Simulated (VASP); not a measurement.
# Li3SiS6 (Fm-3m) in VASP: single point with PBE

Aim: the single point of Li3SiS6 with PBE.

Everything below comes from runs of VASP 6.6.1. Logs are shortened: lines on timing, memory, paths and dates and some standing lists are left out, and cuts for length are marked.

## Step 1: The cell of the first run

Symmetry: Fm-3m, No. 225, cubic system. The conventional cell has a = 9.139 Å, b = 9.139 Å, c = 9.139 Å, α = 90.00°, β = 90.00°, γ = 90.00°. Within 4.3 Å of Li (site symmetry -43m) lie 12 S at 3.24 Å and 4 Li at 3.96 Å and 4 Si at 3.96 Å. Li (site symmetry m-3m) has 6 S at 2.46 Å within 3.2 Å. Within 2.8 Å of Si (site symmetry m-3m) lie 6 S at 2.11 Å. Within 2.8 Å of S (site symmetry 4mm) lie 1 Si at 2.11 Å and 1 Li at 2.46 Å.

## Step 2: Single point, PBE

File INCAR:

```
ALGO = Normal ; EDIFF = 1E-7
ENCUT = 520 ; GGA = PE
ISIF = 2 ; ISMEAR = 0
LASPH = T ; LCHARG = F
LREAL = F ; LWAVE = F
NBANDS = 36 ; NELM = 60
PREC = Accurate ; SIGMA = 0.1
```

File KPOINTS:

```
k-points
0
Gamma
  4 4 4
```

File POSCAR:

```
Li3SiS6
1.0
    0.0000000000      4.5696188000      4.5696188000
    4.5696188000      0.0000000000      4.5696188000
    4.5696188000      4.5696188000      0.0000000000
Li Si S
3 1 6
Direct
    0.2500000000      0.2500000000      0.2500000000
    0.7500000000      0.7500000000      0.7500000000
    0.5000000000      0.5000000000      0.5000000000
    0.0000000000      0.0000000000      0.0000000000
    0.7689539900      0.2310460100      0.2310460100
    0.2310460100      0.7689539900      0.7689539900
    0.2310460100      0.7689539900      0.2310460100
    0.7689539900      0.2310460100      0.7689539900
    0.2310460100      0.2310460100      0.7689539900
    0.7689539900      0.7689539900      0.2310460100
```

Potentials or basis: VASP PAW PBE potentials, release 64 (Li_sv, Si, S).

On the command line:

```
> cat potpaw_PBE.64/Li_sv/POTCAR potpaw_PBE.64/Si/POTCAR potpaw_PBE.64/S/POTCAR > POTCAR
> mpirun -np 1 vasp_std > vasp.out
```

OUTCAR:

```text
EDIFF = 1E-7
   ENCUT = 520
   GGA = PE
   ISIF = 2
   ISMEAR = 0
   LASPH = T
   LREAL = F
   NELM = 60
   PREC = Accurate

 ion  position               nearest neighbor table
   1  0.250  0.250  0.250-
   2  0.750  0.750  0.750-
   3  0.500  0.500  0.500-   5 2.46   6 2.46   7 2.46   8 2.46   9 2.46  10 2.46
   4  0.000  0.000  0.000-   5 2.11   6 2.11   7 2.11   8 2.11   9 2.11  10 2.11
   5  0.769  0.231  0.231-   4 2.11   3 2.46
   6  0.231  0.769  0.769-   4 2.11   3 2.46
   7  0.231  0.769  0.231-   4 2.11   3 2.46
   8  0.769  0.231  0.769-   4 2.11   3 2.46
   9  0.231  0.231  0.769-   4 2.11   3 2.46
  10  0.769  0.769  0.231-   4 2.11   3 2.46

  LATTYP: Found a face centered cubic cell.
 ALAT       =     9.1392376000

  Lattice vectors:

 A1 = (   0.0000000000,   4.5696188000,   4.5696188000)
 A2 = (   4.5696188000,   0.0000000000,   4.5696188000)
 A3 = (   4.5696188000,   4.5696188000,   0.0000000000)

Analysis of symmetry for initial positions (statically):
[... 6 lines left out ...]

 Subroutine GETGRP returns: Found 48 space group operations
 (whereof 48 operations were pure point group operations)
 out of a pool of 48 trial point group operations.

The static configuration has the point symmetry O_h .

Analysis of symmetry for dynamics (positions and initial velocities):
[... 6 lines left out ...]

 Subroutine GETGRP returns: Found 48 space group operations
 (whereof 48 operations were pure point group operations)
 out of a pool of 48 trial point group operations.

The dynamic configuration has the point symmetry O_h .

 Subroutine INISYM returns: Found 48 space group operations
 (whereof 48 operations are pure point group operations),
 and found     1 'primitive' translations

----------------------------------------------------------------------------------------

                                     Primitive cell

  volume of cell :     190.8402

  direct lattice vectors                    reciprocal lattice vectors
     0.000000000  4.569618800  4.569618800    -0.109418317  0.109418317  0.109418317
     4.569618800  0.000000000  4.569618800     0.109418317 -0.109418317  0.109418317
     4.569618800  4.569618800  0.000000000     0.109418317  0.109418317 -0.109418317

  length of vectors
     6.462416882  6.462416882  6.462416882     0.189518085  0.189518085  0.189518085

  position of ions in fractional coordinates (direct lattice)
     0.250000000  0.250000000  0.250000000
     0.750000000  0.750000000  0.750000000
     0.500000000  0.500000000  0.500000000
     0.000000000  0.000000000  0.000000000
     0.768953990  0.231046010  0.231046010
     0.231046010  0.768953990  0.768953990
     0.231046010  0.768953990  0.231046010
     0.768953990  0.231046010  0.768953990
     0.231046010  0.231046010  0.768953990
     0.768953990  0.768953990  0.231046010

  ion indices of the primitive-cell ions
   primitive index   ion index
                 1           1
                 2           2
                 3           3
                 4           4
                 5           5
                 6           6
                 7           7
                 8           8
                 9           9
                10          10

----------------------------------------------------------------------------------------

 KPOINTS: k-points

Automatic generation of k-mesh.
 Grid dimensions read from file:
 generate k-points for:    4    4    4

 Generating k-lattice:

  Cartesian coordinates                     Fractional coordinates (reciprocal lattice)
    -0.027354579  0.027354579  0.027354579     0.250000000  0.000000000  0.000000000
     0.027354579 -0.027354579  0.027354579     0.000000000  0.250000000  0.000000000
     0.027354579  0.027354579 -0.027354579     0.000000000  0.000000000  0.250000000

  Length of vectors
     0.047379521  0.047379521  0.047379521

  Shift w.r.t. Gamma in fractional coordinates (k-lattice)
     0.000000000  0.000000000  0.000000000

 Subroutine IBZKPT returns following result:
 ===========================================

 Found      8 irreducible k-points:

 Following reciprocal coordinates:
            Coordinates               Weight
  0.000000  0.000000  0.000000      1.000000
  0.250000  0.000000  0.000000      8.000000
  0.500000  0.000000  0.000000      4.000000
  0.250000  0.250000  0.000000      6.000000
  0.500000  0.250000  0.000000     24.000000
 -0.250000  0.250000  0.000000     12.000000
  0.500000  0.500000  0.000000      3.000000
 -0.250000  0.500000  0.250000      6.000000
   k-points           NKPTS =      8   k-points in BZ     NKDIM =      8   number of bands    NBANDS=     36
   number of dos      NEDOS =    301   number of ions     NIONS =     10
   total plane-waves  NPLWV = 110592
   dimension x,y,z NGX =    48 NGY =   48 NGZ =   48
   dimension x,y,z NGXF=    96 NGYF=   96 NGZF=   96
   ions per type =               3   1   6
   NGX,Y,Z   is equivalent  to a cutoff of  12.35, 12.35, 12.35 a.u.
   NGXF,Y,Z  is equivalent  to a cutoff of  24.70, 24.70, 24.70 a.u.
 SYSTEM =  unknown system
   PREC   = accura    normal or accurate (medium, high low for compatibility)
   ISTART =      0    job   : 0-new  1-cont  2-samecut
   ICHARG =      2    charge: 1-file 2-atom 10-const
   ISPIN  =      1    spin polarized calculation?
   LNONCOLLINEAR =      F non collinear calculations
   LSORBIT =      F    spin-orbit coupling
   LASPH  =      T    aspherical Exc in radial PAW
   ENCUT  =  520.0 eV  38.22 Ry    6.18 a.u.  12.02 12.02 12.02*2*pi/ulx,y,z
   NELM   =     60;   NELMIN=  2; NELMDL= -5     # of ELM steps
   EDIFF  = 0.1E-06   stopping-criterion for ELM
   LREAL  =      F    real-space projection
   EDIFFG = 0.1E-05   stopping-criterion for IOM
   NSW    =      0    number of steps for IOM
   IBRION =     -1    ionic relax: 0-MD 1-quasi-New 2-CG
   NFREE  =      0    steps in history (QN), initial steepest desc. (CG)
   ISIF   =      2    stress and relaxation
   ISYM   =      2    0-nonsym 1-usesym 2-fastsym
   POTIM  = 0.5000    time-step for ionic-motion
   TEBEG  =    0.0;   TEEND  =   0.0 temperature during run
   PSTRESS=    0.0 pullay stress
   NELECT =      49.0000    total number of electrons
   NUPDOWN=      -1.0000    fix difference up-down
   EMIN   =  10.00;   EMAX   =-10.00  energy-range for DOS
   EFERMI =   0.00;   METHOD = LEGACY
   ISMEAR =     0;   SIGMA  =   0.10  broadening in eV -4-tet -1-fermi 0-gaus
   EFERMI_NEDOS =   21; number of points for ismear=-14 and -15
   IALGO  =     38    algorithm
   IMIX   =      4    mixing-type and parameters
     AMIX     =   0.40;   BMIX     =  1.00
     AMIX_MAG =   1.60;   BMIX_MAG =  1.00
  volume/ion in A,a.u.               =      19.08       128.79
  Fermi-wavevector in a.u.,A,eV,Ry     =   1.040519  1.966297 14.730767  1.082681
  Thomas-Fermi vector in A             =   2.175099
   LORBIT       =      0    0 simple, 1 ext, 2 COOP (PROOUT), +10 PAW based schemes
   GGA     = PE    functional components
   LHFCALC =     F    Hartree Fock is set to
   AEXX    =    0.0000 exact exchange contribution
   IVDW    =     0    specifies the selected vdW correction
   LEPSILON=     F    determine dielectric tensor
   LRPA    =     F    only Hartree local field effects (RPA)
 non-spin polarized calculation
 Gauss-broadening in eV      SIGMA  =   0.10
  energy-cutoff  :      520.00
  volume of cell :      190.84
 maximum number of plane-waves:      5168
   NGX = 25   NGY = 25   NGZ = 25

 number of electron      48.9999974 magnetization

 Free energy of the ion-electron system (eV)
  ---------------------------------------------------
  ext. energy  EPLUGINS =         0.00000000
  ---------------------------------------------------
  free energy    TOTEN  =       -37.33654441 eV

  energy without entropy =      -37.29082703  energy(sigma->0) =      -37.31368572

 E-fermi :   3.0944     XC(G=0):  -8.8796

 val. band max:        3.0563901249   @ k =  -0.2500   0.2500   0.0000
 cond. band min:       3.1081379197   @ k =   0.5000   0.0000   0.0000
 fundamental gap:      0.0517477947
 Fermi energy:         3.0944130334

 k-point     1 :       0.0000    0.0000    0.0000
  band No.  band energies     occupation
      1     -43.4847      2.00000
      2     -43.4846      2.00000
      3     -41.9873      2.00000
      4     -11.7298      2.00000
      5      -9.1186      2.00000
      6      -9.1186      2.00000
[... 28 lines left out ...]
     35       8.9050      0.00000
     36       8.9050      0.00000

 k-point     2 :       0.2500    0.0000    0.0000
  band No.  band energies     occupation
      1     -43.4847      2.00000
      2     -43.4847      2.00000
      3     -41.9873      2.00000
      4     -11.6567      2.00000
      5      -9.3317      2.00000
      6      -9.0678      2.00000
[... 28 lines left out ...]
     35       9.8437      0.00000
     36       9.8437      0.00000

 k-point     3 :       0.5000    0.0000    0.0000
  band No.  band energies     occupation
      1     -43.4847      2.00000
      2     -43.4847      2.00000
      3     -41.9873      2.00000
      4     -11.5735      2.00000
      5      -9.5407      2.00000
      6      -9.0062      2.00000
[... 28 lines left out ...]
     35       9.8057      0.00000
     36      10.5825      0.00000

 k-point     4 :       0.2500    0.2500    0.0000
  band No.  band energies     occupation
      1     -43.4847      2.00000
      2     -43.4846      2.00000
      3     -41.9873      2.00000
      4     -11.6323      2.00000
      5      -9.1993      2.00000
      6      -9.1587      2.00000
[... 28 lines left out ...]
     35       9.8567      0.00000
     36       9.8567      0.00000

 k-point     5 :       0.5000    0.2500    0.0000
  band No.  band energies     occupation
      1     -43.4847      2.00000
      2     -43.4847      2.00000
      3     -41.9873      2.00000
      4     -11.5485      2.00000
      5      -9.4086      2.00000
      6      -9.1331      2.00000
[... 28 lines left out ...]
     35       9.9246      0.00000
     36      10.2528      0.00000

 k-point     6 :      -0.2500    0.2500    0.0000
  band No.  band energies     occupation
      1     -43.4848      2.00000
      2     -43.4847      2.00000
      3     -41.9873      2.00000
      4     -11.5763      2.00000
      5      -9.3996      2.00000
      6      -9.1985      2.00000
[... 28 lines left out ...]
     35       9.9359      0.00000
     36      10.0211      0.00000

 k-point     7 :       0.5000    0.5000    0.0000
  band No.  band energies     occupation
      1     -43.4847      2.00000
      2     -43.4847      2.00000
      3     -41.9873      2.00000
      4     -11.5218      2.00000
      5      -9.2759      2.00000
      6      -9.1976      2.00000
[... 28 lines left out ...]
     35      10.0878      0.00000
     36      10.2407      0.00000

 k-point     8 :      -0.2500    0.5000    0.2500
  band No.  band energies     occupation
      1     -43.4847      2.00000
      2     -43.4847      2.00000
      3     -41.9873      2.00000
      4     -11.5198      2.00000
      5      -9.2726      2.00000
      6      -9.2373      2.00000
[... 28 lines left out ...]
     35       9.6895      0.00000
     36      10.0771      0.00000

------------------------ aborting loop because EDIFF is reached ----------------------------------------

  FORCE on cell =-STRESS in cart. coord.  units (eV):
  Direction    XX          YY          ZZ          XY          YZ          ZX
  --------------------------------------------------------------------------------------
  -------------------------------------------------------------------------------------
  Total        6.1146577      6.1146577      6.1146577     -0.0000000     -0.0000000      0.0000000
  in kB       51.3349120     51.3349120     51.3349120     -0.0000000     -0.0000000      0.0000000
  external PRESSURE =      51.3349120 kB  Pullay stress =       0.0000000 kB

 VOLUME and BASIS-vectors are now :
 -----------------------------------------------------------------------------
  energy-cutoff  :      520.00
  volume of cell :      190.84
      direct lattice vectors                 reciprocal lattice vectors
     0.000000000  4.569618800  4.569618800    -0.109418317  0.109418317  0.109418317
     4.569618800  0.000000000  4.569618800     0.109418317 -0.109418317  0.109418317
     4.569618800  4.569618800  0.000000000     0.109418317  0.109418317 -0.109418317

 POSITION                                       TOTAL-FORCE (eV/Angst)
 -----------------------------------------------------------------------------------
      2.28481      2.28481      2.28481         0.000000     -0.000000     -0.000000
      6.85443      6.85443      6.85443        -0.000000     -0.000000     -0.000000
      4.56962      4.56962      4.56962         0.000000      0.000000     -0.000000
      0.00000      0.00000      0.00000         0.000000      0.000000     -0.000000
      2.11158      4.56962      4.56962         1.400328      0.000000     -0.000000
      7.02765      4.56962      4.56962        -1.400328      0.000000     -0.000000
      4.56962      2.11158      4.56962         0.000000      1.400328     -0.000000
      4.56962      7.02765      4.56962         0.000000     -1.400328     -0.000000
      4.56962      4.56962      2.11158         0.000000      0.000000      1.400328
      4.56962      4.56962      7.02765         0.000000      0.000000     -1.400328
 -----------------------------------------------------------------------------------
    total drift:                                0.000000      0.000000     -0.000000

  FREE ENERGIE OF THE ION-ELECTRON SYSTEM (eV)
  ---------------------------------------------------
  free  energy   TOTEN  =       -37.3365444069 eV

  energy  without entropy=      -37.2908270294  energy(sigma->0) =      -37.31368572
```

Run time: 29 s. Hardware: 1 thread of Intel Xeon 6975P-C (Granite Rapids), shared host; peak memory 0.32 GiB.

What came out:

| Quantity | Value |
| --- | --- |
| Free energy | -37.3365 eV |
| Largest force | 1.400 eV/Å |

Forces in eV/Å, atoms in the order of the input:
```
Li   0.000  0.000  0.000
Li   0.000  0.000  0.000
Li   0.000  0.000  0.000
Si   0.000  0.000  0.000
S    1.400  0.000  0.000
S   -1.400  0.000  0.000
S    0.000  1.400  0.000
S    0.000 -1.400  0.000
S    0.000  0.000  1.400
S    0.000  0.000 -1.400
```

Levels at points of the mesh, in eV from the Fermi level:
```csv
k point,band 20,band 21,band 22,band 23,band 24,band 25,band 26,band 27,band 28,band 29
"(0.00, 0.00, 0.00)",-0.56,-0.56,-0.18,-0.18,-0.18,1.16,1.16,1.16,2.22,3.15
"(0.50, 0.00, 0.00)",-1.80,-1.80,-0.17,0.01,0.01,0.50,0.50,0.56,3.47,4.62
"(0.50, 0.50, 0.00)",-1.61,-1.17,-0.66,-0.66,-0.60,-0.24,-0.24,1.13,4.26,5.37
```

Caveat: the cutoff is under 1.25 times the usual one of these potentials, so pressure, stress and relaxed cells hold a basis-set (Pulay) error; forces of over 1 eV/Å act on the atoms, so gaps and moduli don't describe the material at rest.
